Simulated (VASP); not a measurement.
# KF (R-3m) in VASP: a series of runs

The runs below take KF through single point, with LDA.

Program: VASP 6.6.1. These are calculated values, not measurements. Logs are shortened: lines on timing, memory, paths and dates and some standing lists are left out, and cuts for length are marked.

## 1. The cell of the first run

The structure is trigonal, space group R-3m (No. 166). The conventional cell has a = 3.554 Å, b = 3.554 Å, c = 9.135 Å, α = 90.00°, β = 90.00°, γ = 120.00°. K (site symmetry -3m) has 6 F at 2.56 Å within 3.4 Å. F (site symmetry -3m) has 6 K at 2.56 Å within 3.4 Å.

## 2. Single point, LDA

INCAR

```
SYSTEM = KF
PREC = Accurate
ENCUT = 520
EDIFF = 1E-7
ISMEAR = 0
SIGMA = 0.05
LREAL = .FALSE.
LASPH = .TRUE.
NELM = 80
ALGO = Normal
ISIF = 2
LWAVE = .FALSE.
LCHARG = .FALSE.
NBANDS = 15
```

KPOINTS

```
Automatic mesh
0
G
  8 8 8
  0 0 0
```

POSCAR

```
KF
1.0
    0.0826015185      2.5958323043      2.5958323043
    2.5958323043      0.0826015185      2.5958323043
    2.5958323043      2.5958323043      0.0826015185
K F
1 1
Direct
    0.0000000000      0.0000000000      0.0000000000
    0.5000000000      0.5000000000      0.5000000000
```

Potentials or basis: VASP PAW LDA potentials, release 64 (K_sv, F).

On the command line:

```bash
> cat potpaw_LDA.64/K_sv/POTCAR potpaw_LDA.64/F/POTCAR > POTCAR
> mpirun -np 1 vasp_std > vasp.out
```

OUTCAR:

```text
SYSTEM = KF
   PREC = Accurate
   ENCUT = 520
   EDIFF = 1E-7
   ISMEAR = 0
   LREAL = .FALSE.
   LASPH = .TRUE.
   NELM = 80
   ISIF = 2

 ion  position               nearest neighbor table
   1  0.000  0.000  0.000-   2 2.56   2 2.56   2 2.56   2 2.56   2 2.56   2 2.56
   2  0.500  0.500  0.500-   1 2.56   1 2.56   1 2.56   1 2.56   1 2.56   1 2.56

  LATTYP: Found a trigonal (rhomboedric) cell.
 ALAT       =     3.6719904296
 COS(alpha) =     0.5315517071

  Lattice vectors:

 A1 = (   0.0826015185,   2.5958323043,   2.5958323043)
 A2 = (   2.5958323043,   0.0826015185,   2.5958323043)
 A3 = (   2.5958323043,   2.5958323043,   0.0826015185)

Analysis of symmetry for initial positions (statically):
=====================================================================
 Subroutine PRICEL returns:
 Original cell was already a primitive cell.

 Routine SETGRP: Setting up the symmetry group for a
 trigonal (rhombohedral) supercell.

 Subroutine GETGRP returns: Found 12 space group operations
 (whereof 12 operations were pure point group operations)
 out of a pool of 12 trial point group operations.

The static configuration has the point symmetry D_3d.

Analysis of symmetry for dynamics (positions and initial velocities):
=====================================================================
 Subroutine PRICEL returns:
 Original cell was already a primitive cell.

 Routine SETGRP: Setting up the symmetry group for a
 trigonal (rhombohedral) supercell.

 Subroutine GETGRP returns: Found 12 space group operations
 (whereof 12 operations were pure point group operations)
 out of a pool of 12 trial point group operations.

The dynamic configuration has the point symmetry D_3d.

 Subroutine INISYM returns: Found 12 space group operations
 (whereof 12 operations are pure point group operations),
 and found     1 'primitive' translations

----------------------------------------------------------------------------------------

                                     Primitive cell

  volume of cell :      33.3140

  direct lattice vectors                    reciprocal lattice vectors
     0.082601518  2.595832304  2.595832304    -0.202062867  0.195831352  0.195831352
     2.595832304  0.082601518  2.595832304     0.195831352 -0.202062867  0.195831352
     2.595832304  2.595832304  0.082601518     0.195831352  0.195831352 -0.202062867

  length of vectors
     3.671990430  3.671990430  3.671990430     0.342825377  0.342825377  0.342825377

  position of ions in fractional coordinates (direct lattice)
     0.000000000  0.000000000  0.000000000
     0.500000000  0.500000000  0.500000000

  ion indices of the primitive-cell ions
   primitive index   ion index
                 1           1
                 2           2

----------------------------------------------------------------------------------------

 KPOINTS: Automatic mesh

Automatic generation of k-mesh.
 Grid dimensions read from file:
 generate k-points for:    8    8    8

 Generating k-lattice:

  Cartesian coordinates                     Fractional coordinates (reciprocal lattice)
    -0.025257858  0.024478919  0.024478919     0.125000000  0.000000000 -0.000000000
     0.024478919 -0.025257858  0.024478919     0.000000000  0.125000000 -0.000000000
     0.024478919  0.024478919 -0.025257858     0.000000000  0.000000000  0.125000000

  Length of vectors
     0.042853172  0.042853172  0.042853172

  Shift w.r.t. Gamma in fractional coordinates (k-lattice)
     0.000000000  0.000000000  0.000000000

 Subroutine IBZKPT returns following result:
 ===========================================

 Found     65 irreducible k-points:

 Following reciprocal coordinates:
            Coordinates               Weight
  0.000000  0.000000  0.000000      1.000000
  0.125000  0.000000  0.000000      6.000000
  0.250000  0.000000  0.000000      6.000000
  0.375000  0.000000  0.000000      6.000000
  0.500000  0.000000  0.000000      3.000000
  0.125000  0.125000 -0.000000      6.000000
[... 16 lines left out ...]
  0.250000  0.125000  0.125000      6.000000
  0.375000  0.125000  0.125000      6.000000
 [... further k-points ...]
   k-points           NKPTS =     65   k-points in BZ     NKDIM =     65   number of bands    NBANDS=     15
   number of dos      NEDOS =    301   number of ions     NIONS =      2
   total plane-waves  NPLWV =  21952
   dimension x,y,z NGX =    28 NGY =   28 NGZ =   28
   dimension x,y,z NGXF=    56 NGYF=   56 NGZF=   56
   ions per type =               1   1
   NGX,Y,Z   is equivalent  to a cutoff of  12.68, 12.68, 12.68 a.u.
   NGXF,Y,Z  is equivalent  to a cutoff of  25.35, 25.35, 25.35 a.u.
 SYSTEM =  KF
   PREC   = accura    normal or accurate (medium, high low for compatibility)
   ISTART =      0    job   : 0-new  1-cont  2-samecut
   ICHARG =      2    charge: 1-file 2-atom 10-const
   ISPIN  =      1    spin polarized calculation?
   LNONCOLLINEAR =      F non collinear calculations
   LSORBIT =      F    spin-orbit coupling
   LASPH  =      T    aspherical Exc in radial PAW
   ENCUT  =  520.0 eV  38.22 Ry    6.18 a.u.   6.83  6.83  6.83*2*pi/ulx,y,z
   NELM   =     80;   NELMIN=  2; NELMDL= -5     # of ELM steps
   EDIFF  = 0.1E-06   stopping-criterion for ELM
   LREAL  =      F    real-space projection
   EDIFFG = 0.1E-05   stopping-criterion for IOM
   NSW    =      0    number of steps for IOM
   IBRION =     -1    ionic relax: 0-MD 1-quasi-New 2-CG
   NFREE  =      0    steps in history (QN), initial steepest desc. (CG)
   ISIF   =      2    stress and relaxation
   ISYM   =      2    0-nonsym 1-usesym 2-fastsym
   POTIM  = 0.5000    time-step for ionic-motion
   TEBEG  =    0.0;   TEEND  =   0.0 temperature during run
   PSTRESS=    0.0 pullay stress
   NELECT =      16.0000    total number of electrons
   NUPDOWN=      -1.0000    fix difference up-down
   EMIN   =  10.00;   EMAX   =-10.00  energy-range for DOS
   EFERMI =   0.00;   METHOD = LEGACY
   ISMEAR =     0;   SIGMA  =   0.05  broadening in eV -4-tet -1-fermi 0-gaus
   EFERMI_NEDOS =   21; number of points for ismear=-14 and -15
   IALGO  =     38    algorithm
   IMIX   =      4    mixing-type and parameters
     AMIX     =   0.40;   BMIX     =  1.00
     AMIX_MAG =   1.60;   BMIX_MAG =  1.00
  volume/ion in A,a.u.               =      16.66       112.41
  Fermi-wavevector in a.u.,A,eV,Ry     =   1.282053  2.422728 22.363342  1.643659
  Thomas-Fermi vector in A             =   2.414387
   LORBIT       =      0    0 simple, 1 ext, 2 COOP (PROOUT), +10 PAW based schemes
   GGA     = CA    functional components
   LHFCALC =     F    Hartree Fock is set to
   AEXX    =    0.0000 exact exchange contribution
   IVDW    =     0    specifies the selected vdW correction
   LEPSILON=     F    determine dielectric tensor
   LRPA    =     F    only Hartree local field effects (RPA)
 non-spin polarized calculation
 Gauss-broadening in eV      SIGMA  =   0.05
  energy-cutoff  :      520.00
  volume of cell :       33.31
 maximum number of plane-waves:       918
   NGX = 13   NGY = 13   NGZ = 13

 number of electron      15.9999994 magnetization

 Free energy of the ion-electron system (eV)
  ---------------------------------------------------
  ext. energy  EPLUGINS =         0.00000000
  ---------------------------------------------------
  free energy    TOTEN  =        -9.05912381 eV

  energy without entropy =       -9.05912381  energy(sigma->0) =       -9.05912381

 E-fermi :  -2.5840     XC(G=0):  -9.7712

 val. band max:       -2.7936345824   @ k =   0.0000   0.0000   0.0000
 cond. band min:       3.7158044152   @ k =   0.0000   0.0000   0.0000
 fundamental gap:      6.5094389975
 Fermi energy:        -2.5839870359

 k-point     1 :       0.0000    0.0000    0.0000
  band No.  band energies     occupation
      1     -28.1426      2.00000
      2     -21.0971      2.00000
      3     -11.5124      2.00000
      4     -11.4562      2.00000
      5     -11.4562      2.00000
      6      -2.8378      2.00000
      7      -2.7936      2.00000
      8      -2.7936      2.00000
      9       3.7158      0.00000
     10       7.6754      0.00000
     11       8.2122      0.00000
     12       8.2122      0.00000
     13       9.9911      0.00000
     14       9.9911      0.00000
     15      14.4099      0.00000

 k-point     2 :       0.1250    0.0000    0.0000
  band No.  band energies     occupation
      1     -28.1135      2.00000
      2     -21.1255      2.00000
      3     -11.5279      2.00000
      4     -11.5074      2.00000
      5     -11.4677      2.00000
      6      -2.9859      2.00000
      7      -2.9169      2.00000
      8      -2.8694      2.00000
      9       4.2249      0.00000
     10       7.7702      0.00000
     11       8.0431      0.00000
     12       8.4865      0.00000
     13      10.1646      0.00000
     14      10.1788      0.00000
     15      15.3767      0.00000

 k-point     3 :       0.2500    0.0000    0.0000
  band No.  band energies     occupation
      1     -28.0419      2.00000
      2     -21.1952      2.00000
      3     -11.6765      2.00000
      4     -11.5170      2.00000
      5     -11.4948      2.00000
      6      -3.3743      2.00000
      7      -3.1165      2.00000
      8      -3.0468      2.00000
      9       5.4365      0.00000
     10       7.4457      0.00000
     11       8.6393      0.00000
     12       9.1776      0.00000
     13      10.6863      0.00000
     14      10.7442      0.00000
     15      16.9597      0.00000

 k-point     4 :       0.3750    0.0000    0.0000
  band No.  band energies     occupation
      1     -27.9683      2.00000
      2     -21.2672      2.00000
      3     -11.8267      2.00000
      4     -11.5215      2.00000
      5     -11.5213      2.00000
      6      -3.7080      2.00000
      7      -3.3070      2.00000
      8      -3.2170      2.00000
      9       6.3782      0.00000
     10       7.8514      0.00000
     11       9.3119      0.00000
     12       9.8357      0.00000
     13      11.5852      0.00000
     14      11.7423      0.00000
     15      15.9033      0.00000
[... 307 lines left out ...]
 k-point    22 :       0.1250    0.1250    0.1250
  band No.  band energies     occupation
      1     -28.1176      2.00000
      2     -21.1294      2.00000
      3     -11.5522      2.00000
      4     -11.4606      2.00000
      5     -11.4606      2.00000
      6      -3.0130      2.00000
      7      -2.8617      2.00000
      8      -2.8617      2.00000
      9       4.1743      0.00000
     10       7.4999      0.00000
     11       8.4222      0.00000
     12       8.4222      0.00000
     13      10.2045      0.00000
     14      10.2045      0.00000
     15      15.1772      0.00000

 k-point    23 :       0.2500    0.1250    0.1250
  band No.  band energies     occupation
      1     -28.0768      2.00000
      2     -21.1692      2.00000
      3     -11.5936      2.00000
      4     -11.5545      2.00000
      5     -11.4490      2.00000
      6      -3.2619      2.00000
      7      -3.0183      2.00000
      8      -2.8517      2.00000
      9       4.8613      0.00000
     10       7.2914      0.00000
     11       8.7042      0.00000
     12       8.7935      0.00000
     13      10.4894      0.00000
     14      10.5269      0.00000
     15      16.3434      0.00000

 k-point    24 :       0.3750    0.1250    0.1250
  band No.  band energies     occupation
      1     -28.0058      2.00000
      2     -21.2292      2.00000
      3     -11.7514      2.00000
      4     -11.6099      2.00000
      5     -11.4769      2.00000
      6      -3.5368      2.00000
      7      -3.1826      2.00000
      8      -2.9972      2.00000
      9       6.0069      0.00000
     10       7.2293      0.00000
     11       9.1975      0.00000
     12       9.4196      0.00000
     13      11.0606      0.00000
     14      11.3073      0.00000
     15      16.5519      0.00000

 [... further k-points ...]

------------------------ aborting loop because EDIFF is reached ----------------------------------------

  FORCE on cell =-STRESS in cart. coord.  units (eV):
  Direction    XX          YY          ZZ          XY          YZ          ZX
  --------------------------------------------------------------------------------------
  -------------------------------------------------------------------------------------
  Total        0.3618512      0.3618512      0.3618512     -0.0925547     -0.0925547     -0.0925547
  in kB       17.4025874     17.4025874     17.4025874     -4.4512517     -4.4512517     -4.4512517
  external PRESSURE =      17.4025874 kB  Pullay stress =       0.0000000 kB

 VOLUME and BASIS-vectors are now :
 -----------------------------------------------------------------------------
  energy-cutoff  :      520.00
  volume of cell :       33.31
      direct lattice vectors                 reciprocal lattice vectors
     0.082601518  2.595832304  2.595832304    -0.202062867  0.195831352  0.195831352
     2.595832304  0.082601518  2.595832304     0.195831352 -0.202062867  0.195831352
     2.595832304  2.595832304  0.082601518     0.195831352  0.195831352 -0.202062867

 POSITION                                       TOTAL-FORCE (eV/Angst)
 -----------------------------------------------------------------------------------
      0.00000      0.00000      0.00000        -0.000000      0.000000     -0.000000
      2.63713      2.63713      2.63713         0.000000     -0.000000      0.000000
 -----------------------------------------------------------------------------------
    total drift:                                0.000000      0.000000      0.000000

  FREE ENERGIE OF THE ION-ELECTRON SYSTEM (eV)
  ---------------------------------------------------
  free  energy   TOTEN  =        -9.0591238079 eV

  energy  without entropy=       -9.0591238079  energy(sigma->0) =       -9.05912381
```

Wall time 12 s (1 thread of Intel Xeon 6975P-C (Granite Rapids), shared host); peak memory 0.16 GiB.

Results:

* Free energy: -9.0591 eV
* Pressure: 1.7 GPa
* Band gap on the k mesh: 6.51 eV, direct

Stress tensor (GPa, compression positive):
```
 1.74 -0.45 -0.45
-0.45  1.74 -0.45
-0.45 -0.45  1.74
```

## 3. Single point, LDA

This run uses another cell than the first one, of the same volume but with other edges.

INCAR

```
SYSTEM = KF
  PREC = Accurate
  ENCUT = 520
  EDIFF = 1E-6
  ISMEAR = 0
  SIGMA = 0.05
  LREAL = .False.
  LASPH = .True.
  NELM = 80
  ALGO = Normal
  ISIF = 2
  LWAVE = .False.
  LCHARG = .False.
  NBANDS = 15
```

KPOINTS

```
Automatic mesh
0
Gamma
  8 8 8
  0 0 0
```

POSCAR

```
KF
1.0
   -0.0813157291      2.5138671158      2.5138671158
    2.5138671158     -0.0813157291      2.5138671158
    2.5138671158      2.5138671158     -0.0813157291
K F
1 1
Direct
    0.0000000000      0.0000000000      0.0000000000
    0.5000000000      0.5000000000      0.5000000000
```

Potentials or basis: VASP PAW LDA potentials, release 64 (K_sv, F).

On the command line:

```bash
> cat potpaw_LDA.64/K_sv/POTCAR potpaw_LDA.64/F/POTCAR > POTCAR
> mpirun -np 1 vasp_std > vasp.out
```

OUTCAR:

```text
SYSTEM = KF
   PREC = Accurate
   ENCUT = 520
   EDIFF = 1E-6
   ISMEAR = 0
   LREAL = .False.
   LASPH = .True.
   NELM = 80
   ISIF = 2

 ion  position               nearest neighbor table
   1  0.000  0.000  0.000-   2 2.56   2 2.56   2 2.56   2 2.56   2 2.56   2 2.56
   2  0.500  0.500  0.500-   1 2.56   1 2.56   1 2.56   1 2.56   1 2.56   1 2.56

  LATTYP: Found a trigonal (rhomboedric) cell.
 ALAT       =     3.5560748023
 COS(alpha) =     0.4674086020

  Lattice vectors:

 A1 = (  -0.0813157291,   2.5138671158,   2.5138671158)
 A2 = (   2.5138671158,  -0.0813157291,   2.5138671158)
 A3 = (   2.5138671158,   2.5138671158,  -0.0813157291)

Analysis of symmetry for initial positions (statically):
=====================================================================
 Subroutine PRICEL returns:
 Original cell was already a primitive cell.

 Routine SETGRP: Setting up the symmetry group for a
 trigonal (rhombohedral) supercell.

 Subroutine GETGRP returns: Found 12 space group operations
 (whereof 12 operations were pure point group operations)
 out of a pool of 12 trial point group operations.

The static configuration has the point symmetry D_3d.

Analysis of symmetry for dynamics (positions and initial velocities):
[... 176 lines left out ...]
      8      -2.7837      2.00000
      9       3.7167      0.00000
     10       7.8329      0.00000
     11       7.8329      0.00000
     12       8.4394      0.00000
     13       9.9894      0.00000
     14       9.9894      0.00000
[... 401 lines left out ...]
      2     -21.2285      2.00000
      3     -11.7407      2.00000
      4     -11.6268      2.00000
      5     -11.4796      2.00000
      6      -3.5570      2.00000
      7      -3.2511      2.00000
      8      -2.9228      2.00000
      9       6.0426      0.00000
     10       7.1781      0.00000
     11       8.9917      0.00000
     12       9.6438      0.00000
     13      10.9652      0.00000
     14      11.3620      0.00000
     15      16.7136      0.00000

 [... further k-points ...]

------------------------ aborting loop because EDIFF is reached ----------------------------------------

  FORCE on cell =-STRESS in cart. coord.  units (eV):
  Direction    XX          YY          ZZ          XY          YZ          ZX
  --------------------------------------------------------------------------------------
  -------------------------------------------------------------------------------------
  Total        0.3620480      0.3620480      0.3620480      0.0717590      0.0717590      0.0717590
  in kB       17.4120518     17.4120518     17.4120518      3.4511200      3.4511200      3.4511200
  external PRESSURE =      17.4120518 kB  Pullay stress =       0.0000000 kB

 VOLUME and BASIS-vectors are now :
 -----------------------------------------------------------------------------
  energy-cutoff  :      520.00
  volume of cell :       33.31
      direct lattice vectors                 reciprocal lattice vectors
    -0.081315729  2.513867116  2.513867116    -0.189497377  0.195831927  0.195831927
     2.513867116 -0.081315729  2.513867116     0.195831927 -0.189497377  0.195831927
     2.513867116  2.513867116 -0.081315729     0.195831927  0.195831927 -0.189497377

 POSITION                                       TOTAL-FORCE (eV/Angst)
 -----------------------------------------------------------------------------------
      0.00000      0.00000      0.00000         0.000000      0.000000     -0.000000
      2.47321      2.47321      2.47321        -0.000000     -0.000000      0.000000
 -----------------------------------------------------------------------------------
    total drift:                                0.000000      0.000000      0.000000

  FREE ENERGIE OF THE ION-ELECTRON SYSTEM (eV)
  ---------------------------------------------------
  free  energy   TOTEN  =        -9.0597964046 eV

  energy  without entropy=       -9.0597964046  energy(sigma->0) =       -9.05979640
```

Run time: 14 s. Hardware: 1 thread of Intel Xeon 6975P-C (Granite Rapids), shared host; peak memory 0.15 GiB.

What came out:

| Item | Value |
| --- | --- |
| Free energy | -9.0598 eV |
| Pressure | 1.7 GPa |
| Band gap on the k mesh | 6.50 eV, direct |

Levels at points of the mesh, in eV from the valence-band top:
```
           k point  band 6  band 7  band 8  band 9  band 10  band 11
(0.00, 0.00, 0.00)   -0.04   -0.04    0.00    6.50    10.62    10.62
(0.50, 0.00, 0.00)   -1.04   -0.55   -0.46    9.26    11.17    12.28
(0.50, 0.50, 0.00)   -0.14   -0.05   -0.02    7.92    10.84    12.48
(0.50, 0.50, 0.50)   -1.06   -0.60   -0.60    9.39    11.37    12.64
```

A k mesh can miss the band edges.

[end of part 1 of 2]
